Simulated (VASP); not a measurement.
Set up this calculation in VASP 6.6.1, as the native input.

```
Task                   : electric field gradients
Functional             : PBEsol
Potentials or basis    : VASP PAW PBE potentials, release 64 (V_sv)
Cutoff                 : 520 eV
k mesh                 : 10 × 10 × 10
Occupations            : fermi-dirac, width 0.05 eV
Spin                   : no spin polarisation
Dipole correction      : no
Further INCAR settings : ALGO = Normal; EDIFF = 1e-08; NBANDS = 20
```

The structure of V lies in POSCAR:

```
V
1.0
    0.0000000000      2.5635698487      2.5635698487
    2.5635698487      0.0000000000      2.5635698487
    2.5635698487      2.5635698487      0.0000000000
V
2
Direct
   -0.1250000000     -0.1250000000     -0.1250000000
    0.1250000000      0.1250000000      0.1250000000
```

The input as run:

INCAR

```
ALGO = Normal ; EDIFF = 1E-8
ENCUT = 520 ; GGA = PS
ISIF = 2 ; ISMEAR = -1
LASPH = T ; LCHARG = F
LEFG = T ; LREAL = F
LWAVE = F ; NBANDS = 20
NELM = 60 ; PREC = Accurate
SIGMA = 0.05
```

KPOINTS

```
k-points
0
Gamma
  10 10 10
```

Potentials or basis: VASP PAW PBE potentials, release 64 (V_sv).

Run with:

```console
$ cat potpaw_PBE.64/V_sv/POTCAR > POTCAR
$ mpirun -np 1 vasp_std > vasp.out
```

Results of the run:

| Property | Result |
| --- | --- |
| Pressure | 3.7 GPa |
| Band gap on the k mesh | zero (band 13 reaches 7.56 eV, above the bottom of band 14 at 6.40 eV) |

Caveat: without QUAD_EFG the Cq values of the log hold for a quadrupole moment of 1 mb, not for the nuclei; the PAW data sets were made with another functional, which shifts forces and pressure a little.

Wall time 53 s on 1 thread of Intel Xeon 8259CL, on a shared host, peak memory 0.17 GiB.
